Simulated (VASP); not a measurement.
# ZrS2 (P-3m1) in VASP: G0W0 quasiparticle levels with PBE

Aim: the G0W0 quasiparticle levels of ZrS2 with PBE.

All numbers are computed with VASP 6.6.1; they aren't measurements. Logs are shortened: lines on timing, memory, paths and dates and some standing lists are left out, and cuts for length are marked.

## Step 1: The cell of the first run

Symmetry: P-3m1, No. 164, trigonal system. Conventional cell: a = 3.564 Å, b = 3.564 Å, c = 5.681 Å, α = 90.00°, β = 90.00°, γ = 120.00°. Zr (site symmetry -3m) has 6 S at 2.54 Å within 3.3 Å. Within 3.7 Å of S (site symmetry 3m) lie 3 Zr at 2.54 Å and 12 S at 3.41 to 3.61 Å.

## Step 2: G0W0 quasiparticle levels, PBE

Contents of POSCAR:

```
ZrS2
1.0
    3.5641671124      0.0000000000      0.0000000000
   -1.7820835562      3.0866592627      0.0000000000
    0.0000000000      0.0000000000      5.6811505859
Zr S
1 2
Direct
    0.0000000000      0.0000000000      0.0000000000
    0.3333333333      0.6666666667      0.2609554860
    0.6666666667      0.3333333333      0.7390445140
```

Contents of INCAR.step1:

```
SYSTEM = ZrS2
ALGO = Normal
EDIFF = 1E-8
ENCUT = 500
GGA = PE
ISMEAR = 0
LASPH = .True.
LCHARG = .False.
LREAL = .False.
LWAVE = .True.
NELM = 100
PREC = Accurate
SIGMA = 0.01
```

Contents of INCAR.step2:

```
SYSTEM = ZrS2
ALGO = Exact
EDIFF = 1E-8
ENCUT = 500
GGA = PE
ISMEAR = 0
ISTART = 1
LASPH = .True.
LCHARG = .False.
LOPTICS = .True.
LREAL = .False.
LWAVE = .True.
NBANDS = 272
NELM = 1
PREC = Accurate
SIGMA = 0.01
```

Contents of INCAR.step3:

```
SYSTEM = ZrS2
ALGO = EVGW0
EDIFF = 1E-8
ENCUT = 500
ENCUTGW = 150.0
GGA = PE
ISMEAR = 0
ISTART = 1
LASPH = .True.
LCHARG = .False.
LREAL = .False.
LWAVE = .False.
NBANDS = 272
NBANDSGW = 20
NELMGW = 1
NOMEGA = 96
OMEGAMAX = 20
PREC = Accurate
PRECFOCK = Fast
SIGMA = 0.01
```

Contents of KPOINTS:

```
k-points
0
Gamma
  6 6 2
  0 0 0
```

Potentials or basis: VASP PAW PBE potentials, release 64 (Zr_sv_GW, S_GW).

The run is started by

```
cat potpaw_PBE.64/Zr_sv_GW/POTCAR potpaw_PBE.64/S_GW/POTCAR > POTCAR
cp INCAR.step1 INCAR
mpirun -np 1 vasp_std > vasp.out
cp INCAR.step2 INCAR
mpirun -np 1 vasp_std > vasp.out
cp INCAR.step3 INCAR
mpirun -np 1 vasp_std > vasp.out
```

OUTCAR:

```text
SYSTEM = ZrS2
   EDIFF = 1E-8
   ENCUT = 500
   ENCUTGW = 150.0
   GGA = PE
   ISMEAR = 0
   ISTART = 1
   LASPH = .True.
   LREAL = .False.
   NELMGW = 1
   PREC = Accurate
   PRECFOCK = Fast

 ion  position               nearest neighbor table
   1  0.000  0.000  0.000-   2 2.54   3 2.54   3 2.54   2 2.54   3 2.54   2 2.54
   2  0.333  0.667  0.261-   1 2.54   1 2.54   1 2.54
   3  0.667  0.333  0.739-   1 2.54   1 2.54   1 2.54

  LATTYP: Found a hexagonal cell.
 ALAT       =     3.5641671124
 C/A-ratio  =     1.5939630233

  Lattice vectors:

 A1 = (   3.5641671124,   0.0000000000,   0.0000000000)
 A2 = (  -1.7820835562,   3.0866592627,   0.0000000000)
 A3 = (   0.0000000000,   0.0000000000,   5.6811505859)

Analysis of symmetry for initial positions (statically):
=====================================================================
 Subroutine PRICEL returns:
 Original cell was already a primitive cell.

 Routine SETGRP: Setting up the symmetry group for a
 hexagonal supercell.

 Subroutine GETGRP returns: Found 12 space group operations
 (whereof 12 operations were pure point group operations)
 out of a pool of 24 trial point group operations.

The static configuration has the point symmetry D_3d.

Analysis of symmetry for dynamics (positions and initial velocities):
=====================================================================
 Subroutine PRICEL returns:
 Original cell was already a primitive cell.

 Routine SETGRP: Setting up the symmetry group for a
 hexagonal supercell.

 Subroutine GETGRP returns: Found 12 space group operations
 (whereof 12 operations were pure point group operations)
 out of a pool of 24 trial point group operations.

The dynamic configuration has the point symmetry D_3d.

 Subroutine INISYM returns: Found 12 space group operations
 (whereof 12 operations are pure point group operations),
 and found     1 'primitive' translations

----------------------------------------------------------------------------------------

                                     Primitive cell

  volume of cell :      62.5004

  direct lattice vectors                    reciprocal lattice vectors
     3.564167112  0.000000000  0.000000000     0.280570458  0.161987430  0.000000000
    -1.782083556  3.086659263  0.000000000     0.000000000  0.323974859  0.000000000
     0.000000000  0.000000000  5.681150586     0.000000000  0.000000000  0.176020682

[... 47 lines left out ...]
  0.333333  0.166667  0.000000     12.000000
  0.333333  0.333333  0.000000      2.000000
  0.000000  0.000000  0.500000      1.000000
  0.166667 -0.000000  0.500000      6.000000
  0.333333 -0.000000  0.500000      6.000000
  0.500000 -0.000000  0.500000      3.000000
  0.166667  0.166667  0.500000      6.000000
  0.333333  0.166667  0.500000     12.000000
  0.333333  0.333333  0.500000      2.000000
   k-points           NKPTS =     14   k-points in BZ     NKDIM =     72   number of bands    NBANDS=    272
   number of dos      NEDOS =    301   number of ions     NIONS =      3
   total plane-waves  NPLWV =  32928
   dimension x,y,z NGX =    28 NGY =   28 NGZ =   42
   dimension x,y,z NGXF=    56 NGYF=   56 NGZF=   84
   ions per type =               1   2
   NGX,Y,Z   is equivalent  to a cutoff of  13.06, 13.06, 12.29 a.u.
   NGXF,Y,Z  is equivalent  to a cutoff of  26.12, 26.12, 24.58 a.u.
 SYSTEM =  ZrS2
   PREC   = accura    normal or accurate (medium, high low for compatibility)
   ISTART =      1    job   : 0-new  1-cont  2-samecut
   ICHARG =      0    charge: 1-file 2-atom 10-const
   ISPIN  =      1    spin polarized calculation?
   LNONCOLLINEAR =      F non collinear calculations
   LSORBIT =      F    spin-orbit coupling
   LASPH  =      T    aspherical Exc in radial PAW
   ENCUT  =  500.0 eV  36.75 Ry    6.06 a.u.   6.50  6.50 10.36*2*pi/ulx,y,z
   NELM   =     60;   NELMIN=  2; NELMDL=  0     # of ELM steps
   EDIFF  = 0.1E-07   stopping-criterion for ELM
   LREAL  =      F    real-space projection
   EDIFFG = 0.1E-06   stopping-criterion for IOM
   NSW    =      0    number of steps for IOM
   IBRION =     -1    ionic relax: 0-MD 1-quasi-New 2-CG
   NFREE  =      0    steps in history (QN), initial steepest desc. (CG)
   ISIF   =      0    stress and relaxation
   ISYM   =      3    0-nonsym 1-usesym 2-fastsym
   POTIM  = 0.5000    time-step for ionic-motion
   TEBEG  =    0.0;   TEEND  =   0.0 temperature during run
   PSTRESS=    0.0 pullay stress
   NELECT =      24.0000    total number of electrons
   NUPDOWN=      -1.0000    fix difference up-down
   EMIN   =  10.00;   EMAX   =-10.00  energy-range for DOS
   EFERMI =   0.00;   METHOD = LEGACY
   ISMEAR =     0;   SIGMA  =   0.01  broadening in eV -4-tet -1-fermi 0-gaus
   EFERMI_NEDOS =   21; number of points for ismear=-14 and -15
   IALGO  =     38    algorithm
   IMIX   =      4    mixing-type and parameters
     AMIX     =   0.40;   BMIX     =  1.00
     AMIX_MAG =   1.60;   BMIX_MAG =  1.00
  volume/ion in A,a.u.               =      20.83       140.59
  Fermi-wavevector in a.u.,A,eV,Ry     =   1.189919  2.248622 19.264602  1.415908
  Thomas-Fermi vector in A             =   2.326016
   LORBIT       =      0    0 simple, 1 ext, 2 COOP (PROOUT), +10 PAW based schemes
   GGA     = PE    functional components
   LHFCALC =     T    Hartree Fock is set to
   PRECFOCK=fast      Normal, Fast or Accurate (Low or Medium for compatibility)
   ENCUT4O =  -1.0   cutoff for four orbital integrals eV
   NKREDX  =     1    reduce k-point grid by
   NKREDY  =     1    reduce k-point grid by
   NKREDZ  =     1    reduce k-point grid by
   AEXX    =    1.0000 exact exchange contribution
   HFSCREEN=    0.0000 screening length (either q_TF or 0.3 A-1)
   HFSCREENC=   0.0000 screening length for correlation (either q_TF or 0.3 A-1)
   ENCUTFOCK=  -1.0 apply spherical cutoff to Coloumb kernel
   IVDW    =     0    specifies the selected vdW correction
   LEPSILON=     F    determine dielectric tensor
   LRPA    =     F    only Hartree local field effects (RPA)
   LRPAFORCE           =     F    calculate RPA forces
   ENCUTGW             = 150.0    cutoff for response function in eV
   ENCUTGWSOFT         = 120.0    soft cutoff for Coulomb kernel in GW response function in eV
   ENCUTLF             =  -1.0    cutoff for local field effects
   NELMGW              =     1    number of iterations in solving QP/BSE equation
   NELMHF              =     1    number of iterations in the inner HF iteration
   NKREDLFX            =     1    NKREDLFY  =   1   NKREDLFZ  =   1
 non-spin polarized calculation
 Gauss-broadening in eV      SIGMA  =   0.01
  energy-cutoff  :      500.00
  volume of cell :       62.50
 maximum number of plane-waves:      1640
 NGX is ok and might be reduce to    28
  NGX = 14; NGY = 14; NGZ = 24
   NGX = 13   NGY = 13   NGZ = 21
 maximum number of plane-waves:       270

 QP shifts <psi_nk| G(iteration)W_0 |psi_nk>: iteration 1
 for sc-GW calculations column KS-energies equals QP-energies in previous step
 and V_xc(KS)=  KS-energies - (<T + V_ion + V_H > + <T+V_H+V_ion>^1  + <V_x>^1)

 k-point   1 :       0.0000    0.0000    0.0000
  band No.  KS-energies  QP-energies   sigma(KS)   V_xc(KS)     V^pw_x(r,r')   Z            occupation Imag(sigma)

      1     -43.2395     -43.6804     -21.4425     -20.6812     -34.2855       0.5792       2.0000       0.9859
      2     -21.3552     -22.0749     -20.4130     -19.2932     -27.5879       0.6427       2.0000       0.6298
      3     -21.1575     -21.9240     -20.7098     -19.5258     -27.6385       0.6475       2.0000       0.4443
      4     -21.1575     -21.9240     -20.7098     -19.5258     -27.6385       0.6475       2.0000       0.4443
      5      -7.4525      -7.6980     -13.6096     -13.1993     -21.3173       0.5986       2.0000       1.1454
      6      -5.7095      -6.1171     -14.8180     -14.1932     -21.5604       0.6524       2.0000       0.8765
[... 311 lines left out ...]
      6      -5.9367      -6.2917     -14.6958     -14.1333     -21.5778       0.6310       2.0000       0.8784
[... 12 lines left out ...]
     19      14.5343      14.8242     -11.7258     -12.1109      -5.8243       0.7529       0.0000      -0.3739
     20      14.5343      14.8242     -11.7258     -12.1109      -5.8243       0.7529       0.0000      -0.3739
```

OUTCAR.step1:

```text
SYSTEM = ZrS2
   EDIFF = 1E-8
   ENCUT = 500
   GGA = PE
   ISMEAR = 0
   LASPH = .True.
   LREAL = .False.
   NELM = 100
[... 477 lines left out ...]
      0.00000      0.00000      0.00000        -0.000000      0.000000      0.000000
     -0.00000      2.05777      1.48253        -0.000000      0.000000      0.059525
      1.78208      1.02889      4.19862         0.000000     -0.000000     -0.059525
 -----------------------------------------------------------------------------------
    total drift:                               -0.000000      0.000000     -0.000000

  FREE ENERGIE OF THE ION-ELECTRON SYSTEM (eV)
  ---------------------------------------------------
  free  energy   TOTEN  =       -22.9963266183 eV

  energy  without entropy=      -22.9963266183  energy(sigma->0) =      -22.99632662
```

Run time: 14 min. Hardware: 1 thread of Intel Xeon 6975P-C (Granite Rapids), shared host; peak memory 1.1 GiB.

What came out:

```
Quasiparticle gap                                   : 1.25 eV
Least direct quasiparticle gap                      : 2.17 eV
Band gap of the starting levels on the mesh         : 0.47 eV
Least direct gap of the starting levels on the mesh : 1.34 eV
```

Caveat: the k points lie up to 0.55 Å⁻¹ apart; bands, screening cutoff and mesh are small and nothing is extrapolated, so the quasiparticle values aren't converged.
